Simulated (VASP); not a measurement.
# ZrSc3F2 (Pmmm) in VASP: notebook

The runs below take ZrSc3F2 through relaxation of cell and atoms, single point, with PBE.

All numbers are computed with VASP 6.6.1; they aren't measurements. Logs are shortened: lines on timing, memory, paths and dates and some standing lists are left out, and cuts for length are marked.

### 1 The cell of the first run

The structure is orthorhombic, space group Pmmm (No. 47). The conventional cell has a = 4.090 Å, b = 4.395 Å, c = 5.267 Å, α = 90.00°, β = 90.00°, γ = 90.00°. Zr (site symmetry mmm) has 8 Sc at 2.36 to 3.00 Å and 4 F at 2.70 Å within 3.1 Å. Sc (site symmetry mm2) has 4 Sc at 2.36 to 2.91 Å and 2 Zr at 2.36 Å and 4 F at 2.58 Å within 3.1 Å. Sc (site symmetry mmm) has 4 Sc at 2.49 Å and 4 Zr at 3.00 Å within 3.3 Å. F (site symmetry m2m) has 1 F at 1.17 Å within 1.6 Å.

The cell was built from a structure type or drawn by symmetry, and may not be a known phase.

### 2 Relaxation of cell and atoms, PBE

Contents of INCAR:

```
PREC = Accurate ; ENCUT = 600
EDIFF = 1E-6 ; ISMEAR = 0
SIGMA = 0.1 ; LREAL = False
LASPH = True ; NELM = 60
ALGO = Normal ; ISIF = 3
LWAVE = False ; LCHARG = False
GGA = PE ; IBRION = 2
NSW = 90 ; EDIFFG = -0.04
```

Contents of KPOINTS:

```
Automatic mesh
0
Gamma
  4 4 4
```

Contents of POSCAR:

```
ZrSc3F2
1.0
    4.0903586600      0.0000000000      0.0000000000
    0.0000000000      4.3954802000      0.0000000000
    0.0000000000      0.0000000000      5.2669130700
Zr Sc F
1 3 2
Direct
    0.5000000000      0.0000000000      0.0000000000
    0.0000000000      0.0000000000      0.2237959700
    0.0000000000      0.0000000000      0.7762040300
    0.0000000000      0.5000000000      0.0000000000
    0.5000000000      0.8671070800      0.5000000000
    0.5000000000      0.1328929200      0.5000000000
```

Potentials or basis: VASP PAW PBE potentials, release 64 (Zr_sv, Sc_sv, F).

On the command line:

```
cat potpaw_PBE.64/Zr_sv/POTCAR potpaw_PBE.64/Sc_sv/POTCAR potpaw_PBE.64/F/POTCAR > POTCAR
mpirun -np 1 vasp_std > vasp.out
```

OUTCAR:

```text
PREC = Accurate
   ENCUT = 600
   EDIFF = 1E-6
   ISMEAR = 0
   LREAL = False
   LASPH = True
   NELM = 60
   ISIF = 3
   GGA = PE
   IBRION = 2
   NSW = 90
   EDIFFG = -0.04

 ion  position               nearest neighbor table
   1  0.500  0.000  0.000-   2 2.36   3 2.36   2 2.36   3 2.36   5 2.70   6 2.70   5 2.70   6 2.70
                             4 3.00   4 3.00   4 3.00   4 3.00
   2  0.000  0.000  0.224-   3 2.36   1 2.36   1 2.36   4 2.49   4 2.49   5 2.58   6 2.58   5 2.58
                             6 2.58   3 2.91
   3  0.000  0.000  0.776-   2 2.36   1 2.36   1 2.36   4 2.49   4 2.49   5 2.58   6 2.58   5 2.58
                             6 2.58   2 2.91
   4  0.000  0.500  0.000-   2 2.49   3 2.49   2 2.49   3 2.49   1 3.00   1 3.00   1 3.00   1 3.00

   5  0.500  0.867  0.500-   6 1.17   3 2.58   2 2.58   2 2.58   3 2.58   1 2.70   1 2.70
   6  0.500  0.133  0.500-   5 1.17   3 2.58   2 2.58   2 2.58   3 2.58   1 2.70   1 2.70

  LATTYP: Found a simple orthorhombic cell.
 ALAT       =     4.0903586600
 B/A-ratio  =     1.0745953021
 C/A-ratio  =     1.2876408911

  Lattice vectors:

 A1 = (   4.0903586600,   0.0000000000,   0.0000000000)
 A2 = (   0.0000000000,   4.3954802000,   0.0000000000)
 A3 = (   0.0000000000,   0.0000000000,   5.2669130700)

Analysis of symmetry for initial positions (statically):
=====================================================================
 Subroutine PRICEL returns:
 Original cell was already a primitive cell.

 Routine SETGRP: Setting up the symmetry group for a
 simple orthorhombic supercell.

 Subroutine GETGRP returns: Found  8 space group operations
 (whereof  8 operations were pure point group operations)
 out of a pool of  8 trial point group operations.

The static configuration has the point symmetry D_2h.

Analysis of symmetry for dynamics (positions and initial velocities):
=====================================================================
 Subroutine PRICEL returns:
 Original cell was already a primitive cell.

 Routine SETGRP: Setting up the symmetry group for a
 simple orthorhombic supercell.

 Subroutine GETGRP returns: Found  8 space group operations
 (whereof  8 operations were pure point group operations)
 out of a pool of  8 trial point group operations.

The dynamic configuration has the point symmetry D_2h.

 Subroutine INISYM returns: Found  8 space group operations
 (whereof  8 operations are pure point group operations),
 and found     1 'primitive' translations

----------------------------------------------------------------------------------------

                                     Primitive cell

  volume of cell :      94.6943

  direct lattice vectors                    reciprocal lattice vectors
     4.090358660  0.000000000  0.000000000     0.244477339  0.000000000  0.000000000
     0.000000000  4.395480200  0.000000000     0.000000000  0.227506428  0.000000000
     0.000000000  0.000000000  5.266913070     0.000000000  0.000000000  0.189864535

  length of vectors
     4.090358660  4.395480200  5.266913070     0.244477339  0.227506428  0.189864535

  position of ions in fractional coordinates (direct lattice)
     0.500000000  0.000000000  0.000000000
     0.000000000  0.000000000  0.223795970
     0.000000000  0.000000000  0.776204030
     0.000000000  0.500000000  0.000000000
     0.500000000  0.867107080  0.500000000
     0.500000000  0.132892920  0.500000000

  ion indices of the primitive-cell ions
   primitive index   ion index
                 1           1
                 2           2
                 3           3
                 4           4
                 5           5
                 6           6

----------------------------------------------------------------------------------------

 KPOINTS: Automatic mesh

Automatic generation of k-mesh.
 Grid dimensions read from file:
 generate k-points for:    4    4    4

 Generating k-lattice:

  Cartesian coordinates                     Fractional coordinates (reciprocal lattice)
[... 44 lines left out ...]
   EDIFFG = -.4E-01   stopping-criterion for IOM
   NSW    =     90    number of steps for IOM
   IBRION =      2    ionic relax: 0-MD 1-quasi-New 2-CG
   NFREE  =      1    steps in history (QN), initial steepest desc. (CG)
   ISIF   =      3    stress and relaxation
   ISYM   =      2    0-nonsym 1-usesym 2-fastsym
   POTIM  = 0.5000    time-step for ionic-motion
   TEBEG  =    0.0;   TEEND  =   0.0 temperature during run
   PSTRESS=    0.0 pullay stress
   NELECT =      59.0000    total number of electrons
   NUPDOWN=      -1.0000    fix difference up-down
   EMIN   =  10.00;   EMAX   =-10.00  energy-range for DOS
   EFERMI =   0.00;   METHOD = LEGACY
   ISMEAR =     0;   SIGMA  =   0.10  broadening in eV -4-tet -1-fermi 0-gaus
   EFERMI_NEDOS =   21; number of points for ismear=-14 and -15
   IALGO  =     38    algorithm
   IMIX   =      4    mixing-type and parameters
     AMIX     =   0.40;   BMIX     =  1.00
     AMIX_MAG =   1.60;   BMIX_MAG =  1.00
  volume/ion in A,a.u.               =      15.78       106.50
  Fermi-wavevector in a.u.,A,eV,Ry     =   1.398248  2.642306 26.600717  1.955098
  Thomas-Fermi vector in A             =   2.521425
   LORBIT       =      0    0 simple, 1 ext, 2 COOP (PROOUT), +10 PAW based schemes
   GGA     = PE    functional components
   LHFCALC =     F    Hartree Fock is set to
   AEXX    =    0.0000 exact exchange contribution
   IVDW    =     0    specifies the selected vdW correction
   LEPSILON=     F    determine dielectric tensor
   LRPA    =     F    only Hartree local field effects (RPA)
 conjugate gradient relaxation of ions
 non-spin polarized calculation
 Gauss-broadening in eV      SIGMA  =   0.10
  energy-cutoff  :      600.00
  volume of cell :       94.69
 maximum number of plane-waves:      3184
 NGX is ok and might be reduce to    36
   NGX = 17   NGY = 17   NGZ = 21

--------------------------------------- Ionic step        1  -------------------------------------------

 number of electron      59.0000004 magnetization

 Free energy of the ion-electron system (eV)
  ---------------------------------------------------
  ext. energy  EPLUGINS =         0.00000000
  ---------------------------------------------------
  free energy    TOTEN  =       -14.96259537 eV

  energy without entropy =      -14.93669200  energy(sigma->0) =      -14.94964368

 E-fermi :   6.4429     XC(G=0): -10.7023

 val. band max:        6.4261245940   @ k =   0.2500   0.0000   0.5000
 cond. band min:       6.4483638557   @ k =   0.0000   0.2500   0.2500
 fundamental gap:      0.0222392616
 Fermi energy:         6.4429456197
[... 1871 lines left out ...]
     34       0.3205      0.00000
     35       1.2030      0.00000

 [... further k-points ...]

------------------------ aborting loop EDIFF was not reached (unconverged)  ----------------------------

  FORCE on cell =-STRESS in cart. coord.  units (eV):
  Direction    XX          YY          ZZ          XY          YZ          ZX
  --------------------------------------------------------------------------------------
  -------------------------------------------------------------------------------------
  Total       85.0850690    133.3815742    137.6352300      0.0000000      0.0000000      0.0000000
  in kB      704.2162316   1103.9477390   1139.1536040      0.0000000      0.0000000      0.0000000
  external PRESSURE =     982.4391915 kB  Pullay stress =       0.0000000 kB
[... 983 lines left out ...]
     34       5.2969      0.00000
     35       5.7279      0.00000

 [... further k-points ...]

[... ionic steps 4 to 33 ...]

--------------------------------------- Ionic step       34  -------------------------------------------

 number of electron      58.9999949 magnetization

------------------------ aborting loop because EDIFF is reached ----------------------------------------
[... 75 lines left out ...]
--------------------------------------- Ionic step       36  -------------------------------------------

 number of electron      58.9999969 magnetization

 Free energy of the ion-electron system (eV)
  ---------------------------------------------------
  ext. energy  EPLUGINS =         0.00000000
  ---------------------------------------------------
  free energy    TOTEN  =       -37.03754717 eV

  energy without entropy =      -37.00117264  energy(sigma->0) =      -37.01935991

 E-fermi :   4.2644     XC(G=0):  -9.6467

 val. band max:        4.2633414025   @ k =   0.0000   0.2500   0.0000
 cond. band min:       4.2703279643   @ k =   0.5000   0.0000   0.0000
 fundamental gap:      0.0069865618
 Fermi energy:         4.2643720010
[... 945 lines left out ...]
  FREE ENERGIE OF THE ION-ELECTRON SYSTEM (eV)
  ---------------------------------------------------
  free  energy   TOTEN  =       -37.0375471735 eV

  energy  without entropy=      -37.0011726371  energy(sigma->0) =      -37.01935991

 reached required accuracy - stopping structural energy minimisation
```

Wall time 49 min (1 thread of Intel Xeon Platinum 8375C at 2.90GHz (Ice Lake), shared host); peak memory 0.31 GiB.

Results:

- Free energy: -37.0375 eV
- Relaxed volume: 19.96 Å³/atom
- Relaxed cell: a = 3.064 Å, b = 5.132 Å, c = 7.616 Å, α = 90.00°, β = 90.00°, γ = 90.00°
- Space group after relaxing (to 0.1 Å): Pmmm (No. 47)
- Pressure after relaxing: 0.0 GPa
- Largest force after relaxing: 0.028 eV/Å
- Band gap on the k mesh: zero (an odd number of electrons rules out a gap without spin polarisation)

Forces in eV/Å, atoms in the order of the input:
```
Zr   0.000  0.000  0.000
Sc   0.000  0.000 -0.027
Sc   0.000  0.000  0.027
Sc   0.000  0.000  0.000
F    0.000  0.028  0.000
F    0.000 -0.028  0.000
```

Final structure:
```
Zr Sc F
1.0
     3.06361    0.00000    0.00000
     0.00000    5.13197    0.00000
     0.00000    0.00000    7.61621
Zr Sc F
1 3 2
Direct
  0.50000 0.00000 0.00000
  0.00000 0.00000 0.32355
  0.00000 0.00000 0.67645
  0.00000 0.50000 0.00000
  0.50000 0.77317 0.50000
  0.50000 0.22683 0.50000
```

Caveat: the k points lie up to 0.51 Å⁻¹ apart in the final cell, too coarse for converged energies and pressures of a metal; the standard files for N, O and F lose accuracy on very short bonds; the volume moved by over 15 % at a fixed basis, so the end points are rough; an odd number of electrons without spin polarisation forces a metal; a magnetic or distorted state may lie lower.

### 3 Relaxation of cell and atoms, PBE

This run uses another cell than the first one, of 21.50 Å³/atom.

Contents of INCAR:

```
SYSTEM = ZrSc3F2
PREC = Accurate
ENCUT = 600
EDIFF = 1E-7
ISMEAR = 0
SIGMA = 0.1
LREAL = .FALSE.
LASPH = .TRUE.
NELM = 100
ALGO = Normal
ISIF = 3
LWAVE = .FALSE.
LCHARG = .FALSE.
GGA = PE
IBRION = 2
NSW = 90
EDIFFG = -0.04
```

Contents of KPOINTS:

```
Automatic mesh
0
G
  6 4 2
  0 0 0
```

Contents of POSCAR:

```
ZrSc3F2
1.0
    3.0192267841      0.0000000000      0.0000000000
    0.0000000000      5.2061914216      0.0000000000
    0.0000000000      0.0000000000      8.2059038845
Zr Sc F
1 3 2
Direct
    0.5000000000      0.0000000000      0.0000000000
    0.0000000000      0.0000000000      0.3262483662
    0.0000000000      0.0000000000      0.6737516338
    0.0000000000      0.5000000000      0.0000000000
    0.5000000000      0.7775436590      0.5000000000
    0.5000000000      0.2224563410      0.5000000000
```

Potentials or basis: VASP PAW PBE potentials, release 64 (Zr_sv, Sc_sv, F).

On the command line:

```
cat potpaw_PBE.64/Zr_sv/POTCAR potpaw_PBE.64/Sc_sv/POTCAR potpaw_PBE.64/F/POTCAR > POTCAR
mpirun -np 1 vasp_std > vasp.out
```

Run time: 10 min. Hardware: 1 thread of Intel Xeon Platinum 8375C at 2.90GHz (Ice Lake), shared host; peak memory 0.34 GiB.

The run converged. Its results:

| Quantity | Value |
| --- | --- |
| Free energy | -38.1669 eV |
| Relaxed volume | 21.44 Å³/atom |
| Relaxed cell | a = 2.970 Å, b = 5.252 Å, c = 8.246 Å, α = 90.00°, β = 90.00°, γ = 90.00° |
| Space group after relaxing (to 0.1 Å) | Pmmm (No. 47) |
| Energy gained by relaxing | 2.6 meV/atom |
| Ionic steps | 6 |
| Pressure after relaxing | 0.0 GPa |
| Largest force after relaxing | 0.035 eV/Å |
| Band gap on the k mesh | zero (an odd number of electrons rules out a gap without spin polarisation) |

Forces on the atoms (eV/Å):
```
Zr   0.000  0.000  0.000
Sc   0.000  0.000  0.011
Sc   0.000  0.000 -0.011
Sc   0.000  0.000  0.000
F    0.000  0.035  0.000
F    0.000 -0.035  0.000
```

Stress tensor (GPa, compression positive):
```
 0.00  0.00  0.00
 0.00  0.07  0.00
 0.00  0.00 -0.12
```

The path:
```tsv
step	energy change (eV)	largest force (eV/Å)	pressure (GPa)	volume (Å³)
1	0.0000	0.1409	-0.43	128.99
2	-0.0123	0.0767	0.13	127.89
3	-0.0133	0.0484	0.36	127.46
4	-0.0150	0.0669	0.05	128.26
5	-0.0150	0.0746	-0.02	128.44
6	-0.0157	0.0346	-0.01	128.62
```

Final structure:
```yaml
crystal:
  lattice:
    - [2.96996, 0.00000, 0.00000]
    - [0.00000, 5.25202, 0.00000]
    - [0.00000, 0.00000, 8.24556]
  atoms:
    - { symbol: Zr, position: [0.50000, 0.00000, 0.00000] }
    - { symbol: Sc, position: [0.00000, 0.00000, 0.32457] }
    - { symbol: Sc, position: [0.00000, 0.00000, 0.67543] }
    - { symbol: Sc, position: [0.00000, 0.50000, 0.00000] }
    - { symbol: F, position: [0.50000, 0.77930, 0.50000] }
    - { symbol: F, position: [0.50000, 0.22070, 0.50000] }
```

Levels at points of the mesh, in eV from the Fermi level:
```tsv
k point	band 27	band 28	band 29	band 30	band 31	band 32
(0.00, 0.00, 0.00)	-1.33	-1.17	-0.74	-0.03	0.01	0.32
(0.50, 0.00, 0.00)	-0.73	-0.14	-0.13	0.11	0.51	0.76
(0.00, 0.50, 0.00)	-1.24	-1.21	-0.62	0.11	0.18	0.37
(0.50, 0.50, 0.00)	-1.43	-0.43	-0.41	0.32	0.49	0.70
(0.00, 0.00, 0.50)	-1.55	-1.20	-0.92	-0.41	0.12	0.54
(0.50, 0.00, 0.50)	-0.74	-0.10	-0.02	0.25	0.36	0.55
(0.00, 0.50, 0.50)	-1.26	-1.07	-0.80	-0.43	0.14	0.37
(0.50, 0.50, 0.50)	-1.48	-0.70	-0.43	0.70	1.12	1.24
```

Caveat: the k points lie up to 0.38 Å⁻¹ apart in the final cell, too coarse for converged energies and pressures of a metal; an odd number of electrons without spin polarisation forces a metal; a magnetic or distorted state may lie lower.

### 4 Single point, PBE

This run uses another cell than the first one, of 21.48 Å³/atom.

Contents of INCAR:

```
PREC     = Accurate       # precision mode
ENCUT    = 520            # plane-wave cutoff, eV
EDIFF    = 1E-7           # SCF threshold, eV
ISMEAR   = 0              # smearing method
SIGMA    = 0.1            # smearing width, eV
LREAL    = False          # projectors in reciprocal space
LASPH    = True           # aspherical terms in the spheres
NELM     = 100            # most SCF steps
ALGO     = Normal         # electronic algorithm
ISIF     = 2              # what is computed and relaxed
LWAVE    = False          # write WAVECAR
LCHARG   = False          # write CHGCAR
GGA      = PE             # functional
NBANDS   = 38             # bands
```

Contents of KPOINTS:

```
regular mesh
0
Gamma
  12 8 6
```

Contents of POSCAR:

```
ZrSc3F2
1.0
    2.9698878708      0.0000000000      0.0000000000
    0.0000000000      5.2618406832      0.0000000000
    0.0000000000      0.0000000000      8.2488394613
Zr Sc F
1 3 2
Direct
    0.5000000000      0.0000000000      0.0000000000
    0.0000000000      0.0000000000      0.3257598390
    0.0000000000      0.0000000000      0.6742401610
    0.0000000000      0.5000000000      0.0000000000
    0.5000000000      0.7798988554      0.5000000000
    0.5000000000      0.2201011446      0.5000000000
```

On the command line:

```
cat potpaw_PBE.64/Zr_sv/POTCAR potpaw_PBE.64/Sc_sv/POTCAR potpaw_PBE.64/F/POTCAR > POTCAR
mpirun -np 1 vasp_std > vasp.out
```

Wall time 9.7 min (1 thread of Intel Xeon Platinum 8488C (Sapphire Rapids), shared host); peak memory 0.68 GiB.

Results (log left out):

```
Free energy            : -38.1305 eV
Pressure               : 0.1 GPa
Largest force          : 0.050 eV/Å
Band gap on the k mesh : zero (an odd number of electrons rules out a gap without spin polarisation)
```

Forces on the atoms (eV/Å):
```
Zr   0.000  0.000  0.000
Sc   0.000  0.000 -0.050
Sc   0.000  0.000  0.050
Sc   0.000  0.000  0.000
F    0.000 -0.023  0.000
F    0.000  0.023  0.000
```

Stress tensor (GPa, compression positive):
```
 0.11  0.00  0.00
 0.00 -0.01  0.00
 0.00  0.00  0.08
```

Levels at points of the mesh, in eV from the Fermi level:
```
           k point  band 25  band 26  band 27  band 28  band 29  band 30  band 31  band 32  band 33  band 34
(0.00, 0.00, 0.00)    -4.18    -1.84    -1.33    -1.16    -0.76    -0.04    -0.01     0.31     0.46     1.69
(0.50, 0.00, 0.00)    -1.21    -0.98    -0.72    -0.14    -0.13     0.13     0.53     0.74     1.01     1.04
(0.00, 0.50, 0.00)    -2.99    -2.27    -1.24    -1.21    -0.63     0.14     0.18     0.33     0.45     1.28
(0.50, 0.50, 0.00)    -1.98    -1.45    -1.43    -0.41    -0.41     0.32     0.45     0.68     1.60     1.72
(0.00, 0.00, 0.50)    -4.00    -1.76    -1.57    -1.20    -0.92    -0.44     0.11     0.53     0.82     1.37
(0.50, 0.00, 0.50)    -1.38    -1.02    -0.73    -0.10    -0.01     0.28     0.37     0.57     1.07     1.22
(0.00, 0.50, 0.50)    -2.84    -2.27    -1.26    -1.08    -0.80    -0.45     0.16     0.37     1.12     1.30
(0.50, 0.50, 0.50)    -1.98    -1.57    -1.46    -0.68    -0.42     0.69     1.13     1.22     1.24     1.38
```

Caveat: an odd number of electrons without spin polarisation forces a metal; a magnetic or distorted state may lie lower.

### 5 Summary

```tsv
task	cell	k mesh	cutoff (eV)	gap on the mesh (eV)	pressure (GPa)	relaxed volume (Å³/atom)	largest force (eV/Å)
relaxation of cell and atoms	relaxed from a = 4.090, b = 4.395, c = 5.267 Å, 6 atoms, atomic positions A	4 × 4 × 4	600	none	0.0	19.96	0.03
relaxation of cell and atoms	relaxed from a = 3.019, b = 5.206, c = 8.206 Å, 6 atoms, atomic positions B	6 × 4 × 2	600	none	0.0	21.44	0.03
single point	a = 2.970, b = 5.262, c = 8.249 Å, 6 atoms, atomic positions C	12 × 8 × 6	520	none	0.1	-	0.05
```

Alike in all rows: level PBE; potentials or basis VASP PAW PBE potentials, release 64 (Zr_sv, Sc_sv, F); no spin polarisation; smearing gaussian 0.1 eV.

Caveats: some runs use coarse meshes; an odd number of electrons without spin polarisation forces a metal; a magnetic or distorted state may lie lower; the standard files for N, O and F lose accuracy on very short bonds (at least some runs); the volume moved by over 15 % at a fixed basis, so the end points are rough (at least some runs).

Total energies depend on the potentials used, so only differences within one code and one set of settings carry meaning.
